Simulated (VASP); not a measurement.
# BN (P6_3mc) in VASP: relaxation of cell and atoms with PBEsol

Aim: the relaxation of cell and atoms of BN with PBEsol.

Program: VASP 6.6.1. These are calculated values, not measurements. Logs are shortened: lines on timing, memory, paths and dates and some standing lists are left out, and cuts for length are marked.

### 1 The cell of the first run

The structure is hexagonal, space group P6_3mc (No. 186). The conventional cell has a = 2.541 Å, b = 2.541 Å, c = 4.203 Å, α = 90.00°, β = 90.00°, γ = 120.00°. Within 2.1 Å of B (site symmetry 3m) lie 4 N at 1.56 to 1.57 Å. Within 2.1 Å of N (site symmetry 3m) lie 4 B at 1.56 to 1.57 Å.

### 2 Relaxation of cell and atoms, PBEsol

INCAR reads:

```
SYSTEM = BN
ALGO = Normal ; EDIFF = 1E-6
EDIFFG = -0.03 ; ENCUT = 600
GGA = PS ; IBRION = 2
ISIF = 3 ; ISMEAR = -1
ISYM = 0 ; LASPH = .True.
LCHARG = .False. ; LREAL = Auto
LWAVE = .False. ; NELM = 80
NSW = 100 ; PREC = Accurate
SIGMA = 0.05
```

KPOINTS reads:

```
Automatic mesh
0
Gamma
  1 1 1
  0.25 0.25 0.25
```

POSCAR reads:

```
BN
1.0
    7.6229900000      0.0000000000      0.0000000000
    0.0000000000      8.8022710000      0.0000000000
    0.0000000000      0.0000000000      8.4065820000
B N
48 48
Direct
    0.0000000000      0.1666670000      0.0003840000
    0.0000000000      0.1666670000      0.5003840000
    0.3333330000      0.1666670000      0.0003840000
    0.3333330000      0.1666670000      0.5003840000
    0.1666670000      0.4166670000      0.0003840000
    0.1666670000      0.4166670000      0.5003840000
    0.0000000000      0.6666670000      0.0003840000
    0.0000000000      0.6666670000      0.5003840000
    0.6666670000      0.1666670000      0.0003840000
    0.6666670000      0.1666670000      0.5003840000
    0.5000000000      0.4166670000      0.0003840000
    0.5000000000      0.4166670000      0.5003840000
    0.3333330000      0.6666670000      0.0003840000
    0.3333330000      0.6666670000      0.5003840000
    0.1666670000      0.9166670000      0.0003840000
    0.1666670000      0.9166670000      0.5003840000
    0.8333330000      0.4166670000      0.0003840000
    0.8333330000      0.4166670000      0.5003840000
    0.6666670000      0.6666670000      0.0003840000
    0.6666670000      0.6666670000      0.5003840000
    0.5000000000      0.9166670000      0.0003840000
    0.5000000000      0.9166670000      0.5003840000
    0.8333330000      0.9166670000      0.0003840000
    0.8333330000      0.9166670000      0.5003840000
    0.1666670000      0.0833330000      0.2503840000
    0.1666670000      0.0833330000      0.7503840000
    0.0000000000      0.3333330000      0.2503840000
    0.0000000000      0.3333330000      0.7503840000
    0.5000000000      0.0833330000      0.2503840000
    0.5000000000      0.0833330000      0.7503840000
    0.3333330000      0.3333330000      0.2503840000
    0.3333330000      0.3333330000      0.7503840000
    0.1666670000      0.5833330000      0.2503840000
    0.1666670000      0.5833330000      0.7503840000
    0.0000000000      0.8333330000      0.2503840000
    0.0000000000      0.8333330000      0.7503840000
    0.8333330000      0.0833330000      0.2503840000
    0.8333330000      0.0833330000      0.7503840000
    0.6666670000      0.3333330000      0.2503840000
    0.6666670000      0.3333330000      0.7503840000
    0.5000000000      0.5833330000      0.2503840000
    0.5000000000      0.5833330000      0.7503840000
    0.3333330000      0.8333330000      0.2503840000
    0.3333330000      0.8333330000      0.7503840000
    0.8333330000      0.5833330000      0.2503840000
    0.8333330000      0.5833330000      0.7503840000
    0.6666670000      0.8333330000      0.2503840000
    0.6666670000      0.8333330000      0.7503840000
    0.0000000000      0.1666670000      0.1876160000
    0.0000000000      0.1666670000      0.6876160000
    0.3333330000      0.1666670000      0.1876160000
    0.3333330000      0.1666670000      0.6876160000
    0.1666670000      0.4166670000      0.1876160000
    0.1666670000      0.4166670000      0.6876160000
    0.0000000000      0.6666670000      0.1876160000
    0.0000000000      0.6666670000      0.6876160000
    0.6666670000      0.1666670000      0.1876160000
    0.6666670000      0.1666670000      0.6876160000
    0.5000000000      0.4166670000      0.1876160000
    0.5000000000      0.4166670000      0.6876160000
    0.3333330000      0.6666670000      0.1876160000
    0.3333330000      0.6666670000      0.6876160000
    0.1666670000      0.9166670000      0.1876160000
    0.1666670000      0.9166670000      0.6876160000
    0.8333330000      0.4166670000      0.1876160000
    0.8333330000      0.4166670000      0.6876160000
    0.6666670000      0.6666670000      0.1876160000
    0.6666670000      0.6666670000      0.6876160000
    0.5000000000      0.9166670000      0.1876160000
    0.5000000000      0.9166670000      0.6876160000
    0.8333330000      0.9166670000      0.1876160000
    0.8333330000      0.9166670000      0.6876160000
    0.1666670000      0.0833330000      0.4376160000
    0.1666670000      0.0833330000      0.9376160000
    0.0000000000      0.3333330000      0.4376160000
    0.0000000000      0.3333330000      0.9376160000
    0.5000000000      0.0833330000      0.4376160000
    0.5000000000      0.0833330000      0.9376160000
    0.3333330000      0.3333330000      0.4376160000
    0.3333330000      0.3333330000      0.9376160000
    0.1666670000      0.5833330000      0.4376160000
    0.1666670000      0.5833330000      0.9376160000
    0.0000000000      0.8333330000      0.4376160000
    0.0000000000      0.8333330000      0.9376160000
    0.8333330000      0.0833330000      0.4376160000
    0.8333330000      0.0833330000      0.9376160000
    0.6666670000      0.3333330000      0.4376160000
    0.6666670000      0.3333330000      0.9376160000
    0.5000000000      0.5833330000      0.4376160000
    0.5000000000      0.5833330000      0.9376160000
    0.3333330000      0.8333330000      0.4376160000
    0.3333330000      0.8333330000      0.9376160000
    0.8333330000      0.5833330000      0.4376160000
    0.8333330000      0.5833330000      0.9376160000
    0.6666670000      0.8333330000      0.4376160000
    0.6666670000      0.8333330000      0.9376160000
```

Potentials or basis: VASP PAW PBE potentials, release 64 (B, N).

On the command line:

```
> cat potpaw_PBE.64/B/POTCAR potpaw_PBE.64/N/POTCAR > POTCAR
> mpirun -np 1 vasp_std > vasp.out
```

OUTCAR:

```text
SYSTEM = BN
   EDIFF = 1E-6
   EDIFFG = -0.03
   ENCUT = 600
   GGA = PS
   IBRION = 2
   ISIF = 3
   ISMEAR = -1
   ISYM = 0
   LASPH = .True.
   LREAL = Auto
   NELM = 80
   NSW = 100
   PREC = Accurate

 ion  position               nearest neighbor table
   1  0.000  0.167  0.000-  76 1.56  74 1.56  86 1.56  49 1.57
   2  0.000  0.167  0.500-  75 1.56  73 1.56  85 1.56  50 1.57
   3  0.333  0.167  0.000-  80 1.56  74 1.56  78 1.56  51 1.57
   4  0.333  0.167  0.500-  79 1.56  73 1.56  77 1.56  52 1.57
   5  0.167  0.417  0.000-  82 1.56  80 1.56  76 1.56  53 1.57
   6  0.167  0.417  0.500-  81 1.56  79 1.56  75 1.56  54 1.57
[... 88 lines left out ...]
  95  0.667  0.833  0.438-  20 1.56  24 1.56  22 1.56  47 1.57
  96  0.667  0.833  0.938-  19 1.56  23 1.56  21 1.56  48 1.57

IMPORTANT INFORMATION: All symmetrisations will be switched off!
NOSYMM: (Re-)initialisation of all symmetry stuff for point group C_1.

----------------------------------------------------------------------------------------

                                     Primitive cell

  volume of cell :     564.0785

  direct lattice vectors                    reciprocal lattice vectors
     7.622990000  0.000000000  0.000000000     0.131182121  0.000000000  0.000000000
     0.000000000  8.802271000  0.000000000     0.000000000  0.113607045  0.000000000
     0.000000000  0.000000000  8.406582000     0.000000000  0.000000000  0.118954410

  length of vectors
     7.622990000  8.802271000  8.406582000     0.131182121  0.113607045  0.118954410

  position of ions in fractional coordinates (direct lattice)
     0.000000000  0.166667000  0.000384000
     0.000000000  0.166667000  0.500384000
     0.333333000  0.166667000  0.000384000
     0.333333000  0.166667000  0.500384000
     0.166667000  0.416667000  0.000384000
     0.166667000  0.416667000  0.500384000
[... 88 lines left out ...]
     0.666667000  0.833333000  0.437616000
     0.666667000  0.833333000  0.937616000

  ion indices of the primitive-cell ions
   primitive index   ion index
                 1           1
                 2           2
                 3           3
                 4           4
                 5           5
                 6           6
[... 88 lines left out ...]
                95          95
                96          96

----------------------------------------------------------------------------------------

 KPOINTS: Automatic mesh

Automatic generation of k-mesh.
 Grid dimensions read from file:
 generate k-points for:    1    1    1

 Generating k-lattice:

  Cartesian coordinates                     Fractional coordinates (reciprocal lattice)
     0.131182121  0.000000000  0.000000000     1.000000000  0.000000000  0.000000000
     0.000000000  0.113607045  0.000000000     0.000000000  1.000000000  0.000000000
     0.000000000  0.000000000  0.118954410     0.000000000  0.000000000  1.000000000

  Length of vectors
     0.131182121  0.113607045  0.118954410

  Shift w.r.t. Gamma in fractional coordinates (k-lattice)
     0.250000000  0.250000000  0.250000000

 Subroutine IBZKPT returns following result:
 ===========================================

 Found      4 irreducible k-points:

 Following reciprocal coordinates:
            Coordinates               Weight
  0.250000  0.250000  0.250000      2.000000
  0.250000 -0.250000 -0.250000      2.000000
 -0.250000 -0.250000  0.250000      2.000000
 -0.250000  0.250000 -0.250000      2.000000
   k-points           NKPTS =      4   k-points in BZ     NKDIM =      4   number of bands    NBANDS=    241
   number of dos      NEDOS =    301   number of ions     NIONS =     96
   total plane-waves  NPLWV = 313600
   dimension x,y,z NGX =    64 NGY =   70 NGZ =   70
   dimension x,y,z NGXF=   128 NGYF=  140 NGZF=  140
   ions per type =              48  48
   NGX,Y,Z   is equivalent  to a cutoff of  13.96, 13.22, 13.84 a.u.
   NGXF,Y,Z  is equivalent  to a cutoff of  27.91, 26.44, 27.69 a.u.
 SYSTEM =  BN
   PREC   = accura    normal or accurate (medium, high low for compatibility)
   ISTART =      0    job   : 0-new  1-cont  2-samecut
   ICHARG =      2    charge: 1-file 2-atom 10-const
   ISPIN  =      1    spin polarized calculation?
   LNONCOLLINEAR =      F non collinear calculations
   LSORBIT =      F    spin-orbit coupling
   LASPH  =      T    aspherical Exc in radial PAW
   ENCUT  =  600.0 eV  44.10 Ry    6.64 a.u.  15.23 17.58 16.79*2*pi/ulx,y,z
   NELM   =     80;   NELMIN=  2; NELMDL= -5     # of ELM steps
   EDIFF  = 0.1E-05   stopping-criterion for ELM
   LREAL  =      T    real-space projection
   EDIFFG = -.3E-01   stopping-criterion for IOM
   NSW    =    100    number of steps for IOM
   IBRION =      2    ionic relax: 0-MD 1-quasi-New 2-CG
   NFREE  =      1    steps in history (QN), initial steepest desc. (CG)
   ISIF   =      3    stress and relaxation
   ISYM   =      0    0-nonsym 1-usesym 2-fastsym
   POTIM  = 0.5000    time-step for ionic-motion
   TEBEG  =    0.0;   TEEND  =   0.0 temperature during run
   PSTRESS=    0.0 pullay stress
   NELECT =     384.0000    total number of electrons
   NUPDOWN=      -1.0000    fix difference up-down
   EMIN   =  10.00;   EMAX   =-10.00  energy-range for DOS
   EFERMI =   0.00;   METHOD = LEGACY
   ISMEAR =    -1;   SIGMA  =   0.05  broadening in eV -4-tet -1-fermi 0-gaus
   EFERMI_NEDOS =   21; number of points for ismear=-14 and -15
   IALGO  =     38    algorithm
   IMIX   =      4    mixing-type and parameters
     AMIX     =   0.40;   BMIX     =  1.00
     AMIX_MAG =   1.60;   BMIX_MAG =  1.00
  volume/ion in A,a.u.               =       5.88        39.65
  Fermi-wavevector in a.u.,A,eV,Ry     =   1.440142  2.721474 28.218615  2.074010
  Thomas-Fermi vector in A             =   2.558919
   LORBIT       =      0    0 simple, 1 ext, 2 COOP (PROOUT), +10 PAW based schemes
   GGA     = PS    functional components
   LHFCALC =     F    Hartree Fock is set to
   AEXX    =    0.0000 exact exchange contribution
   IVDW    =     0    specifies the selected vdW correction
   LEPSILON=     F    determine dielectric tensor
   LRPA    =     F    only Hartree local field effects (RPA)
 conjugate gradient relaxation of ions
 non-spin polarized calculation
  energy-cutoff  :      600.00
  volume of cell :      564.08
 maximum number of plane-waves:     18818
 NGX is ok and might be reduce to    64
   NGX = 31   NGY = 35   NGZ = 33

 number of electron     383.9999982 magnetization

 Free energy of the ion-electron system (eV)
  ---------------------------------------------------
  ext. energy  EPLUGINS =         0.00000000
  ---------------------------------------------------
  free energy    TOTEN  =      -879.25633941 eV

  energy without entropy =     -879.25633941  energy(sigma->0) =     -879.25633941

 E-fermi :   8.5336     XC(G=0): -13.0327

 val. band max:        7.2589351527   @ k =   0.2500   0.2500   0.2500
 cond. band min:      13.4600429375   @ k =  -0.2500  -0.2500   0.2500
 fundamental gap:      6.2011077848
 Fermi energy:         8.5336193370

 k-point     1 :       0.2500    0.2500    0.2500
  band No.  band energies     occupation
      1     -12.6117      2.00000
      2     -11.9377      2.00000
      3     -11.8713      2.00000
      4     -11.7172      2.00000
      5     -11.2155      2.00000
      6     -11.0711      2.00000
[... 196 lines left out ...]
    203      14.8806      0.00000
    204      14.8865      0.00000

 k-point     2 :       0.2500   -0.2500   -0.2500
  band No.  band energies     occupation
      1     -12.6117      2.00000
      2     -11.9377      2.00000
      3     -11.8713      2.00000
      4     -11.7172      2.00000
      5     -11.2155      2.00000
      6     -11.0711      2.00000
[... 196 lines left out ...]
    203      14.8806      0.00000
    204      14.8865      0.00000

 k-point     3 :      -0.2500   -0.2500    0.2500
  band No.  band energies     occupation
      1     -12.6117      2.00000
      2     -11.9377      2.00000
      3     -11.8713      2.00000
      4     -11.7172      2.00000
      5     -11.2155      2.00000
      6     -11.0711      2.00000
[... 196 lines left out ...]
    203      14.8806      0.00000
    204      14.8865      0.00000

 k-point     4 :      -0.2500    0.2500   -0.2500
  band No.  band energies     occupation
      1     -12.6117      2.00000
      2     -11.9377      2.00000
      3     -11.8713      2.00000
      4     -11.7172      2.00000
      5     -11.2155      2.00000
      6     -11.0711      2.00000
[... 196 lines left out ...]
    203      14.8806      0.00000
    204      14.8865      0.00000
 [bands above 204 left out]

------------------------ aborting loop because EDIFF is reached ----------------------------------------

  FORCE on cell =-STRESS in cart. coord.  units (eV):
  Direction    XX          YY          ZZ          XY          YZ          ZX
  --------------------------------------------------------------------------------------
  -------------------------------------------------------------------------------------
  Total        0.8993635      1.2611465      1.1227515      0.0000008      0.0089865     -0.0000007
  in kB        2.5545024      3.5820906      3.1890011      0.0000023      0.0255249     -0.0000019
  external PRESSURE =       3.1085314 kB  Pullay stress =       0.0000000 kB

 VOLUME and BASIS-vectors are now :
 -----------------------------------------------------------------------------
  energy-cutoff  :      600.00
  volume of cell :      564.08
      direct lattice vectors                 reciprocal lattice vectors
     7.622990000  0.000000000  0.000000000     0.131182121  0.000000000  0.000000000
     0.000000000  8.802271000  0.000000000     0.000000000  0.113607045  0.000000000
     0.000000000  0.000000000  8.406582000     0.000000000  0.000000000  0.118954410

 POSITION                                       TOTAL-FORCE (eV/Angst)
 -----------------------------------------------------------------------------------
      0.00000      1.46705      0.00323        -0.000007      0.006985      0.003874
      0.00000      1.46705      4.20652         0.000003      0.006981      0.003863
      2.54099      1.46705      0.00323        -0.000634      0.001996      0.005731
      2.54099      1.46705      4.20652        -0.000633      0.001981      0.005716
      1.27050      3.66762      0.00323        -0.001532      0.001227      0.004837
      1.27050      3.66762      4.20652        -0.001538      0.001230      0.004837
[... 88 lines left out ...]
      5.08200      7.33522      3.67885        -0.000428     -0.002099     -0.004569
      5.08200      7.33522      7.88215        -0.000421     -0.002111     -0.004587
 -----------------------------------------------------------------------------------
    total drift:                               -0.000001      0.030262     -0.011669

  FREE ENERGIE OF THE ION-ELECTRON SYSTEM (eV)
  ---------------------------------------------------
  free  energy   TOTEN  =      -879.2563394079 eV

  energy  without entropy=     -879.2563394079  energy(sigma->0) =     -879.25633941

 reached required accuracy - stopping structural energy minimisation
```

It took 37 min on 1 thread of Oxide Virtual Turin-like, shared host; peak memory 0.86 GiB.

Results:

| Property | Result |
| --- | --- |
| Free energy | -879.2563 eV |
| Pressure after relaxing | 0.3 GPa |
| Largest force after relaxing | 0.008 eV/Å |
| Band gap on the k mesh | 6.20 eV |

Forces in eV/Å, atoms in the order of the input:
```
B    0.000  0.007  0.004
B    0.000  0.007  0.004
B   -0.001  0.002  0.006
B   -0.001  0.002  0.006
B   -0.002  0.001  0.005
B   -0.002  0.001  0.005
B    0.000  0.007  0.004
B    0.000  0.007  0.004
B    0.001  0.002  0.006
B    0.001  0.002  0.006
B    0.000  0.002  0.002
B    0.000  0.002  0.002
B   -0.001  0.002  0.006
B   -0.001  0.002  0.006
B   -0.002  0.001  0.005
B   -0.002  0.001  0.005
B    0.002  0.001  0.005
B    0.002  0.001  0.005
B    0.001  0.002  0.006
B    0.001  0.002  0.006
B    0.000  0.002  0.002
B    0.000  0.002  0.002
B    0.002  0.001  0.005
B    0.002  0.001  0.005
B    0.004 -0.003  0.004
B    0.004 -0.003  0.004
B    0.000 -0.001  0.005
B    0.000 -0.001  0.005
B    0.000 -0.002  0.005
B    0.000 -0.002  0.005
B    0.001 -0.002  0.004
B    0.001 -0.002  0.004
B    0.004 -0.003  0.004
B    0.004 -0.003  0.004
B    0.000 -0.001  0.005
B    0.000 -0.001  0.005
B   -0.004 -0.003  0.004
B   -0.004 -0.003  0.004
B   -0.001 -0.002  0.004
B   -0.001 -0.002  0.004
B    0.000 -0.002  0.005
B    0.000 -0.002  0.005
B    0.001 -0.002  0.004
B    0.001 -0.002  0.004
B   -0.004 -0.003  0.004
B   -0.004 -0.003  0.004
B   -0.001 -0.002  0.004
B   -0.001 -0.002  0.004
N    0.000  0.002 -0.004
N    0.000  0.002 -0.004
N    0.000  0.001 -0.005
N    0.000  0.001 -0.005
N    0.000  0.002 -0.004
N    0.000  0.002 -0.004
N    0.000  0.002 -0.004
N    0.000  0.002 -0.004
N    0.000  0.001 -0.005
N    0.000  0.001 -0.005
N    0.000  0.001 -0.004
N    0.000  0.001 -0.004
N    0.000  0.001 -0.005
N    0.000  0.001 -0.005
N    0.000  0.002 -0.004
N    0.000  0.002 -0.004
N    0.000  0.002 -0.004
N    0.000  0.002 -0.004
N    0.000  0.001 -0.005
N    0.000  0.001 -0.005
N    0.000  0.001 -0.004
N    0.000  0.001 -0.004
N    0.000  0.002 -0.004
N    0.000  0.002 -0.004
N    0.000 -0.002 -0.005
N    0.000 -0.002 -0.005
N    0.000 -0.002 -0.004
N    0.000 -0.002 -0.004
N    0.000 -0.002 -0.004
N    0.000 -0.002 -0.004
N    0.000 -0.002 -0.005
N    0.000 -0.002 -0.005
N    0.000 -0.002 -0.005
N    0.000 -0.002 -0.005
N    0.000 -0.002 -0.004
N    0.000 -0.002 -0.004
N    0.000 -0.002 -0.005
N    0.000 -0.002 -0.005
N    0.000 -0.002 -0.005
N    0.000 -0.002 -0.005
N    0.000 -0.002 -0.004
N    0.000 -0.002 -0.004
N    0.000 -0.002 -0.005
N    0.000 -0.002 -0.005
N    0.000 -0.002 -0.005
N    0.000 -0.002 -0.005
N    0.000 -0.002 -0.005
N    0.000 -0.002 -0.005
```

Caveat: the relaxation stopped at its first step, so nothing moved; the PAW data sets were made with another functional, which shifts forces and pressure a little; a shifted mesh leaves out Γ, where band edges can lie.
